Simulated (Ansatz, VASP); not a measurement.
**CoO: VASP beside Ansatz**

```
CELL_PARAMETERS angstrom
2.77071 0.00000 0.00000
-1.38536 2.39951 0.00000
0.00000 0.00000 2.66616
ATOMIC_POSITIONS crystal
Co 0.00000 0.00000 0.50000
O 0.66667 0.33333 0.00000
```

Alike in both runs: task single point; functional PBE; k mesh 11 × 11 × 10; occupations fermi-dirac, width 0.05 eV; collinear spin.

```csv
,VASP,Ansatz
version,VASP 6.6.1,Ansatz 0.2.0
potentials or method,"VASP PAW PBE potentials, release 64 (Co, O)",Ansatz PAW
plane-wave cutoff (eV),520,420
valence electrons in the cell,15,23
```

|  | VASP | Ansatz | Ansatz less VASP |
| --- | --- | --- | --- |
| gap on the k mesh at the Fermi level (eV) | none | none | - |
| pressure (GPa) | 13.2 | 13.6 | +0.39 |
| traceless stress, the component that is largest in VASP (GPa) | 2.22 | 2.51 | +0.289 |
| net moment per atom (μB) | 1.50 | 1.50 | 0.000 |
| size of the moment on the site where the two differ most (μB) | 2.53 | 2.48 | -0.049 |

Site moments also hang on the region over which each program counts them. A gap of «none» marks a metal or a gap that the smearing closes. VASP's potentials hold 15 valence electrons a cell and Ansatz's 23, so a difference there can come from the potentials and not from the codes.
